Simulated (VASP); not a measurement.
# MoS2 (P-3m1) in VASP: further runs, part 2 of 3

VASP 6.6.1.

### Step 3. Relaxation of cell and atoms, PBE

This run uses another cell than the first one, of 18.98 Å³/atom, 0.929 times its volume.

INCAR reads:

```
SYSTEM = MoS2
  PREC = Accurate
  ENCUT = 600
  EDIFF = 1E-6
  ISMEAR = -1
  SIGMA = 0.05
  LREAL = .False.
  LASPH = .True.
  NELM = 80
  ALGO = Normal
  ISIF = 3
  LWAVE = .False.
  LCHARG = .False.
  GGA = PE
  IBRION = 2
  NSW = 60
  EDIFFG = -0.01
```

KPOINTS reads:

```
Automatic mesh
0
Gamma
  9 9 4
  0 0 0
```

POSCAR reads:

```
MoS2
1.0
    3.2274645616      0.0000000000      0.0000000000
   -1.6137322808      2.7950663001      0.0000000000
    0.0000000000      0.0000000000      6.3124734200
Mo S
1 2
Direct
    0.0000000000      0.0000000000      0.5000000000
    0.6666666667      0.3333333333      0.7446806800
    0.3333333333      0.6666666667      0.2553193200
```

Potentials or basis: VASP PAW PBE potentials, release 64 (Mo_sv, S).

Launch:

```bash
> cat potpaw_PBE.64/Mo_sv/POTCAR potpaw_PBE.64/S/POTCAR > POTCAR
> mpirun -np 1 vasp_std > vasp.out
```

OUTCAR:

```text
SYSTEM = MoS2
   PREC = Accurate
   ENCUT = 600
   EDIFF = 1E-6
   ISMEAR = -1
   LREAL = .False.
   LASPH = .True.
   NELM = 80
   ISIF = 3
   GGA = PE
   IBRION = 2
   NSW = 60
   EDIFFG = -0.01

 ion  position               nearest neighbor table
   1  0.000  0.000  0.500-   2 2.42   3 2.42   3 2.42   2 2.42   2 2.42   3 2.42
   2  0.667  0.333  0.745-   1 2.42   1 2.42   1 2.42
   3  0.333  0.667  0.255-   1 2.42   1 2.42   1 2.42

  LATTYP: Found a hexagonal cell.
 ALAT       =     3.2274645616
 C/A-ratio  =     1.9558614199

  Lattice vectors:

 A1 = (   3.2274645616,   0.0000000000,   0.0000000000)
 A2 = (  -1.6137322808,   2.7950663001,   0.0000000000)
 A3 = (   0.0000000000,   0.0000000000,   6.3124734200)

Analysis of symmetry for initial positions (statically):
[... 770 lines left out ...]
     17       9.6984      0.00000

 [... further k-points ...]

[... ionic steps 4 to 21 ...]

--------------------------------------- Ionic step       22  -------------------------------------------

 number of electron      25.9999998 magnetization

------------------------ aborting loop because EDIFF is reached ----------------------------------------
[... 69 lines left out ...]
--------------------------------------- Ionic step       24  -------------------------------------------

 number of electron      25.9999997 magnetization

 Free energy of the ion-electron system (eV)
  ---------------------------------------------------
  ext. energy  EPLUGINS =         0.00000000
  ---------------------------------------------------
  free energy    TOTEN  =       -21.02977951 eV

  energy without entropy =      -21.02209213  energy(sigma->0) =      -21.02593582

 E-fermi :   6.2276     XC(G=0): -10.0423

 val. band max:        6.2217751369   @ k =   0.2222   0.2222   0.5000
 cond. band min:       6.3200732589   @ k =   0.1111   0.0000   0.0000
 fundamental gap:      0.0982981221
 Fermi energy:         6.2276467653

 k-point     1 :       0.0000    0.0000    0.0000
  band No.  band energies     occupation
      1     -55.5053      2.00000
      2     -29.5429      2.00000
      3     -29.4854      2.00000
      4     -29.4854      2.00000
      5      -8.5247      2.00000
      6      -7.2928      2.00000
[... 501 lines left out ...]
  FREE ENERGIE OF THE ION-ELECTRON SYSTEM (eV)
  ---------------------------------------------------
  free  energy   TOTEN  =       -21.0297795092 eV

  energy  without entropy=      -21.0220921315  energy(sigma->0) =      -21.02593582

 reached required accuracy - stopping structural energy minimisation
```

OSZICAR:

```text
N       E                     dE             d eps       ncg     rms          rms(c)
DAV:   1     0.219800739898E+03    0.21980E+03   -0.16288E+04  1550   0.161E+03
DAV:   2    -0.143632267414E+02   -0.23416E+03   -0.23146E+03  1916   0.371E+02
DAV:   3    -0.225414172750E+02   -0.81782E+01   -0.80330E+01  1803   0.670E+01
[... 224 lines left out ...]
DAV:   3    -0.210298490643E+02    0.96308E-03   -0.58834E-03  1523   0.401E-01    0.577E-02
DAV:   4    -0.210297721912E+02    0.76873E-04   -0.56315E-04  1484   0.169E-01    0.310E-02
DAV:   5    -0.210297750310E+02   -0.28398E-05   -0.21372E-05  1794   0.288E-02    0.218E-02
DAV:   6    -0.210297794556E+02   -0.44246E-05   -0.36275E-06  1430   0.133E-02    0.419E-03
DAV:   7    -0.210297795092E+02   -0.53558E-07   -0.13076E-06   737   0.756E-03
  24 F= -.21029780E+02 E0= -.21025936E+02  d E =-.761928E-04
```

Wall time 8.5 min (1 thread of Intel Xeon 6975P-C, shared host); peak memory 0.24 GiB.

What came out:

```
Free energy                            : -21.0298 eV
Relaxed volume                         : 20.06 Å³/atom
Relaxed cell                           : a = 3.192 Å, b = 3.192 Å, c = 6.819 Å, α = 90.00°, β = 90.00°, γ = 120.00°
Space group after relaxing (to 0.05 Å) : P-3m1 (No. 164)
Energy gained by relaxing              : 5.7 meV/atom
Ionic steps                            : 24
Pressure after relaxing                : 0.0 GPa
Largest force after relaxing           : 0.003 eV/Å
Band gap on the k mesh                 : zero (band 13 reaches 6.92 eV, above the bottom of band 14 at 6.05 eV)
```

Forces on the atoms (eV/Å):
```
Mo   0.000  0.000  0.000
S    0.000  0.000 -0.003
S    0.000  0.000  0.003
```

The path:
```
step  energy change (eV)  largest force (eV/Å)  pressure (GPa)  volume (Å³)
   1              0.0000                0.2747            0.99        56.94
   2             -0.0015                0.3042           -2.46        57.91
   3             -0.0065                0.0369           -0.89        57.46
   4             -0.0113                0.0503           -0.17        56.96
   5             -0.0115                0.0536            0.06        56.81
   6             -0.0118                0.0339            0.16        56.85
   7             -0.0124                0.0222            0.47        56.98
   8             -0.0121                0.1365            1.10        57.23
   9             -0.0125                0.0617            0.69        57.07
  10             -0.0125                0.0617            0.68        57.08
  11             -0.0126                0.0612            0.66        57.13
  12             -0.0129                0.0578            0.61        57.23
  13             -0.0134                0.0530            0.51        57.42
  14             -0.0142                0.0446            0.32        57.80
  15             -0.0151                0.0270           -0.01        58.57
  16             -0.0147                0.0006           -0.60        60.12
  17             -0.0152                0.0196           -0.25        59.24
  18             -0.0157                0.0194           -0.19        59.36
  19             -0.0167                0.0216            0.01        59.74
  20             -0.0165                0.0339            0.45        60.47
  21             -0.0169                0.0316            0.24        60.14
  22             -0.0169                0.0296            0.19        60.05
  23             -0.0169                0.0347           -0.20        60.31
  24             -0.0170                0.0031           -0.01        60.18
```

Final structure:
```cif
data_structure
_symmetry_space_group_name_H-M 'P 1'
_symmetry_Int_Tables_number 1
_cell_length_a 3.1925
_cell_length_b 3.1925
_cell_length_c 6.8187
_cell_angle_alpha 90.000
_cell_angle_beta 90.000
_cell_angle_gamma 120.000
_cell_volume 60.18
loop_
_atom_site_label
_atom_site_type_symbol
_atom_site_fract_x
_atom_site_fract_y
_atom_site_fract_z
_atom_site_occupancy
Mo1 Mo 0.00000 0.00000 0.50000 1
S1 S 0.66667 0.33333 0.73215 1
S2 S 0.33333 0.66667 0.26785 1
```

Caveat: this functional lacks dispersion, which binds the layers, so the pressure and a relaxed spacing across them are unreliable.

### Step 4. Single point, PBE

This run uses another cell than the first one, of 19.74 Å³/atom, 0.966 times its volume.

INCAR reads:

```
SYSTEM = MoS2
PREC = Accurate
ENCUT = 520
EDIFF = 1E-6
ISMEAR = -1
SIGMA = 0.05
LREAL = .FALSE.
LASPH = .TRUE.
NELM = 100
ALGO = Normal
ISIF = 2
LWAVE = .FALSE.
LCHARG = .FALSE.
GGA = PE
NBANDS = 20
```

KPOINTS reads:

```
Automatic mesh
0
G
  9 9 4
  0 0 0
```

POSCAR reads:

```
MoS2
1.0
    3.2699360711      0.0000000000      0.0000000000
   -1.6349680355      2.8318477062      0.0000000000
    0.0000000000      0.0000000000      6.3955418068
Mo S
1 2
Direct
    0.0000000000      0.0000000000      0.5000000000
    0.6666666667      0.3333333333      0.7446806800
    0.3333333333      0.6666666667      0.2553193200
```

Potentials or basis: VASP PAW PBE potentials, release 64 (Mo_sv, S).

Launch:

```bash
> cat potpaw_PBE.64/Mo_sv/POTCAR potpaw_PBE.64/S/POTCAR > POTCAR
> mpirun -np 1 vasp_std > vasp.out
```

OUTCAR:

```text
SYSTEM = MoS2
   PREC = Accurate
   ENCUT = 520
   EDIFF = 1E-6
   ISMEAR = -1
   LREAL = .FALSE.
   LASPH = .TRUE.
   NELM = 100
   ISIF = 2
   GGA = PE

 ion  position               nearest neighbor table
   1  0.000  0.000  0.500-   2 2.45   3 2.45   3 2.45   2 2.45   2 2.45   3 2.45
   2  0.667  0.333  0.745-   1 2.45   1 2.45   1 2.45
   3  0.333  0.667  0.255-   1 2.45   1 2.45   1 2.45

  LATTYP: Found a hexagonal cell.
 ALAT       =     3.2699360711
 C/A-ratio  =     1.9558614198

  Lattice vectors:

 A1 = (   3.2699360711,   0.0000000000,   0.0000000000)
 A2 = (  -1.6349680355,   2.8318477062,   0.0000000000)
 A3 = (   0.0000000000,   0.0000000000,   6.3955418068)

Analysis of symmetry for initial positions (statically):
=====================================================================
 Subroutine PRICEL returns:
 Original cell was already a primitive cell.

 Routine SETGRP: Setting up the symmetry group for a
 hexagonal supercell.

 Subroutine GETGRP returns: Found 12 space group operations
 (whereof 12 operations were pure point group operations)
[... 157 lines left out ...]
 Free energy of the ion-electron system (eV)
  ---------------------------------------------------
  ext. energy  EPLUGINS =         0.00000000
  ---------------------------------------------------
  free energy    TOTEN  =       -20.99156759 eV

  energy without entropy =      -20.98192134  energy(sigma->0) =      -20.98674447

 E-fermi :   6.4254     XC(G=0): -10.2554

 val. band max:        6.4198379997   @ k =   0.3333   0.2222   0.0000
 cond. band min:       6.5832123723   @ k =  -0.1111   0.3333   0.2500
 fundamental gap:      0.1633743726
 Fermi energy:         6.4254479021

 k-point     1 :       0.0000    0.0000    0.0000
  band No.  band energies     occupation
      1     -55.3760      2.00000
      2     -29.3837      2.00000
      3     -29.3837      2.00000
      4     -29.3688      2.00000
      5      -8.1423      2.00000
      6      -6.8165      2.00000
[... 541 lines left out ...]
     19      14.5012      0.00000
     20      14.8695      0.00000

 [... further k-points ...]
[... 5 lines left out ...]
  --------------------------------------------------------------------------------------
  -------------------------------------------------------------------------------------
  Total       -1.6784299     -1.6784299     -0.8636933     -0.0000000      0.0000000     -0.0000000
  in kB      -45.4074697    -45.4074697    -23.3659591     -0.0000000      0.0000000     -0.0000000
  external PRESSURE =     -38.0602995 kB  Pullay stress =       0.0000000 kB

 VOLUME and BASIS-vectors are now :
 -----------------------------------------------------------------------------
  energy-cutoff  :      520.00
  volume of cell :       59.22
      direct lattice vectors                 reciprocal lattice vectors
     3.269936071  0.000000000  0.000000000     0.305816376  0.176563167  0.000000000
    -1.634968036  2.831847706  0.000000000     0.000000000  0.353126334  0.000000000
     0.000000000  0.000000000  6.395541807     0.000000000  0.000000000  0.156358918

 POSITION                                       TOTAL-FORCE (eV/Angst)
 -----------------------------------------------------------------------------------
      0.00000      0.00000      3.19777         0.000000      0.000000      0.000000
      1.63497      0.94395      4.76264         0.000000      0.000000     -0.313414
     -0.00000      1.88790      1.63291        -0.000000      0.000000      0.313414
 -----------------------------------------------------------------------------------
    total drift:                                0.000000     -0.000000      0.000000

  FREE ENERGIE OF THE ION-ELECTRON SYSTEM (eV)
  ---------------------------------------------------
  free  energy   TOTEN  =       -20.9915675933 eV

  energy  without entropy=      -20.9819213402  energy(sigma->0) =      -20.98674447
```

OSZICAR:

```text
N       E                     dE             d eps       ncg     rms          rms(c)
DAV:   1     0.190862473250E+03    0.19086E+03   -0.14912E+04  1848   0.121E+03
DAV:   2    -0.152380928011E+02   -0.20610E+03   -0.20149E+03  2144   0.312E+02
DAV:   3    -0.226533201597E+02   -0.74152E+01   -0.73402E+01  2108   0.559E+01
DAV:   4    -0.227497846210E+02   -0.96464E-01   -0.96295E-01  2072   0.673E+00
DAV:   5    -0.227514930506E+02   -0.17084E-02   -0.17082E-02  2204   0.862E-01    0.207E+01
DAV:   6    -0.216937615575E+02    0.10577E+01   -0.18549E+01  1800   0.221E+01    0.940E+00
DAV:   7    -0.211262675949E+02    0.56749E+00   -0.75712E+00  1792   0.137E+01    0.547E+00
DAV:   8    -0.209914833887E+02    0.13478E+00   -0.80403E-01  1924   0.481E+00    0.173E+00
DAV:   9    -0.209931858221E+02   -0.17024E-02   -0.29165E-02  2016   0.105E+00    0.586E-01
DAV:  10    -0.209917937078E+02    0.13921E-02   -0.19633E-02  1924   0.818E-01    0.206E-01
DAV:  11    -0.209916126781E+02    0.18103E-03   -0.10212E-03  1964   0.204E-01    0.808E-02
DAV:  12    -0.209915512959E+02    0.61382E-04   -0.18400E-04  1976   0.784E-02    0.458E-02
DAV:  13    -0.209915673065E+02   -0.16011E-04   -0.97550E-05  1832   0.582E-02    0.107E-02
DAV:  14    -0.209915675933E+02   -0.28681E-06   -0.34489E-06  2088   0.114E-02
   1 F= -.20991568E+02 E0= -.20986744E+02  d E =-.964625E-02
```

stdout:

```text
POSCAR found type information on POSCAR MoS
 POSCAR found :  2 types and       3 ions
 scaLAPACK will be used
 LDA part: xc-table for (Slater+PW92), standard interpolation
 POSCAR, INCAR and KPOINTS ok, starting setup
 FFT: planning ... GRIDC
 FFT: planning ... GRID_SOFT
 FFT: planning ... GRID
 WAVECAR not read
 entering main loop
```

Run time: 77 s. Hardware: 1 thread of Intel Xeon 8259CL, shared host; peak memory 0.17 GiB.

Results:

- Free energy: -20.9916 eV
- Pressure: -3.8 GPa
- Largest force: 0.313 eV/Å
- Band gap on the k mesh: zero (band 13 reaches 7.03 eV, above the bottom of band 14 at 6.01 eV)

Forces in eV/Å, atoms in the order of the input:
```
Mo   0.000  0.000  0.000
S    0.000  0.000 -0.313
S    0.000  0.000  0.313
```

Stress tensor (GPa, compression positive):
```
-4.54  0.00  0.00
 0.00 -4.54  0.00
 0.00  0.00 -2.34
```

Caveat: this functional lacks dispersion, which binds the layers, so the pressure and a relaxed spacing across them are unreliable.

[end of part 2 of 3]
